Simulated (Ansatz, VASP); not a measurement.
P: VASP beside Ansatz

```xyz
2
Lattice="0.0000 2.5417 2.5417 2.5417 0.0000 2.5417 2.5417 2.5417 0.0000" Properties=species:S:1:pos:R:3 pbc="T T T"
P    -0.6354   -0.6354   -0.6354
P     0.6354    0.6354    0.6354
```

Change from the starting cell: volume scaled by 0.84, LAPW.

Alike in both runs: task single point; functional PBEsol; k mesh 12 × 12 × 12; occupations fermi-dirac, width 0.08 eV; no spin polarisation.

|  | VASP | Ansatz |
| --- | --- | --- |
| version | VASP 6.6.1 | Ansatz 0.2.0 |
| potentials or method | VASP PAW PBE potentials, release 64 (P), cutoff 520 eV | all-electron LAPW, scalar-relativistic |

|  | VASP | Ansatz | Ansatz less VASP |
| --- | --- | --- | --- |
| pressure (GPa) | 12.0 | 11.8 | -0.12 |

VASP's potentials were made for PBE, not for PBEsol. Ansatz ran all-electron here, and VASP with PAW potentials.
